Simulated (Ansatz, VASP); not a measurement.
Two plane-wave programs on HfN

```xyz
2
Lattice="0.0000 2.2340 2.2340 2.2340 0.0000 2.2340 2.2340 2.2340 0.0000" Properties=species:S:1:pos:R:3 pbc="T T T"
Hf    0.0071    0.0000    0.0071
N     2.1440    2.2340    2.1440
```

Change from the starting cell: mode 4 frozen in at -0.090 Å and mode 6 at -0.090 Å (largest displacements).

Alike in both runs: task single point; functional LDA; k mesh 18 × 18 × 18; occupations gaussian, width 0.15 eV; no spin polarisation.

```csv
,VASP,Ansatz
version,VASP 6.6.1,Ansatz 0.2.0
potentials or method,"VASP PAW LDA potentials, release 64 (Hf_pv, N), cutoff 520 eV","scalar-relativistic, plane waves, PAW"
valence electrons in the cell,15,31
```

VASP gave:

```
gap on the k mesh at the Fermi level (eV)                     : none
pressure (GPa)                                                : 1.6
traceless stress, the component that is largest in VASP (GPa) : -2.67
rms of the force components (eV/Å)                            : 0.999
```

Problem. What did Ansatz give for the same quantities?

Solution. gap on the k mesh at the Fermi level (eV): none; pressure (GPa): 2.7; traceless stress, the component that is largest in VASP (GPa): -2.67; rms of the force components (eV/Å): 0.987.

Ansatz warns that its potentials were made for another functional, while VASP's fit it. LDA's correlation is that of Perdew and Zunger in VASP and of Perdew and Wang (1992) in Ansatz. Atom by atom the forces differ by 0.012 eV/Å (rms over components). A gap of «none» marks a metal or a gap that the smearing closes. VASP's potentials hold 15 valence electrons a cell and Ansatz's 31, so a difference there can come from the potentials and not from the codes.

Spin-orbit coupling is off throughout.
